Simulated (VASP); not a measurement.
Write the native input for VASP 6.6.1 that does the following.

```yaml
Task: single point
Functional: PBE
Potentials_or_basis: VASP PAW PBE potentials, release 64 (Te)
Cutoff: 520 eV
k_mesh: 10 × 10 × 10
Occupations: fermi-dirac, width 0.1 eV
Spin: no spin polarisation
Dipole_correction: no
Further_INCAR_settings: ALGO = Normal; EDIFF = 1e-07; NBANDS = 13
```

The structure of Te lies in POSCAR:

```
Te
1.0
    0.0000000000      2.7532887992      2.7532887992
    2.7532887992      0.0000000000      2.7532887992
    2.7532887992      2.7532887992      0.0000000000
Te
2
Direct
   -0.1250000000     -0.1250000000     -0.1250000000
    0.1250000000      0.1250000000      0.1250000000
```

This isn't the form of Te at room conditions, which is trigonal, of chains.

The input as run:

INCAR

```
PREC = Accurate
ENCUT = 520
EDIFF = 1E-7
ISMEAR = -1
SIGMA = 0.1
LREAL = False
LASPH = True
NELM = 100
ALGO = Normal
ISIF = 2
LWAVE = False
LCHARG = False
GGA = PE
NBANDS = 13
```

KPOINTS

```
Automatic mesh
0
Gamma
  10 10 10
```

Potentials or basis: VASP PAW PBE potentials, release 64 (Te).

Command:

```sh
$ cat potpaw_PBE.64/Te/POTCAR > POTCAR
$ mpirun -np 1 vasp_std > vasp.out
```

It gave:

```yaml
Pressure: 117.3 GPa
Band_gap_on_the_k_mesh: zero (bands 6 and 7 overlap by 3.51 eV)
```

Caveat: the cell stands under pressure; spin-orbit coupling is left out, which moves the levels of the heavy elements.

It took 26 s on 1 thread of Intel(R) Xeon(R) Platinum 8259CL CPU @ 2.50GHz (Skylake/Cascade Lake), on a shared host, peak memory 0.17 GiB.
